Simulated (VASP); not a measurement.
Here is a VASP 6.6.1 calculation.

The input INCAR:

```
SYSTEM = Ba3Ca4O7
ALGO = Normal
EDIFF = 1E-6
ENCUT = 1000
GGA = PE
GGA_COMPAT = .FALSE.
ISIF = 2
ISMEAR = -1
ISYM = 0
LASPH = .TRUE.
LCHARG = .TRUE.
LELF = .TRUE.
LREAL = .FALSE.
LVHAR = .TRUE.
LWAVE = .FALSE.
NBANDS = 69
NELM = 120
PREC = Accurate
SIGMA = 0.1172
```

File KPOINTS:

```
k-points
0
G
  1 1 1
  0 0 0
```

The input POSCAR:

```
Ba3Ca4O7
1.0
    6.1422690000      0.0463550000      0.2046950000
    0.0463550000      6.1618090000      0.0560510000
    0.2046950000      0.0560510000      6.1205050000
Ba O Ca
3 7 4
Direct
    0.9487360699      0.9049812828      0.7861327397
    0.2693457980      0.3708761885      0.6496626145
    0.3241933060      0.8643168298      0.3103744591
    0.2294912347      0.0699426244     -0.0478521074
   -0.0108731678      0.6019815106      0.4382425988
    0.5451878657      0.5501767491      0.3349765767
    0.0307030153      0.1211152557      0.4543663660
    0.5776586702      0.0310350651      0.5594099853
    0.5892246933      0.1096085662      0.0796674427
    0.1467083971      0.5385391372     -0.0227822921
    0.2960068863      0.3194948779      0.1843176115
    0.8208256525      0.3655547126      0.2161301046
    0.8299490056      0.8957997347      0.2826505521
    0.4612546935      0.8510365022      0.8398094640
```

Potentials or basis: VASP PAW PBE potentials, release 64 (Ba_sv, O_h, Ca_sv).

Command:

```console
$ cat potpaw_PBE.64/Ba_sv/POTCAR potpaw_PBE.64/O_h/POTCAR potpaw_PBE.64/Ca_sv/POTCAR > POTCAR
$ mpirun -np 1 vasp_gam > vasp.out
```

Problem. Predict the pressure.

Solution. 16.6 GPa.

Problem. Predict the largest force.

Solution. 3.013 eV/Å.

Forces in eV/Å, atoms in the order of the input:
```
Ba  -2.225 -0.914 -0.433
Ba   0.950 -0.072 -0.139
Ba   0.050 -0.971  0.380
O   -1.937 -0.077 -0.422
O    0.084  0.761  0.288
O   -0.122 -0.367 -1.079
O   -0.137  0.461 -1.383
O   -0.088 -1.105  0.093
O    2.860 -0.753 -0.573
O   -0.513  1.912  0.083
Ca   0.784  0.753  0.281
Ca   0.385  0.505  1.262
Ca  -0.862 -0.817  1.658
Ca   0.771  0.685 -0.015
```

Caveat: the k points lie up to 1.03 Å⁻¹ apart, too coarse for converged energies, forces and pressures; the atoms stand as in a frame of molecular dynamics.
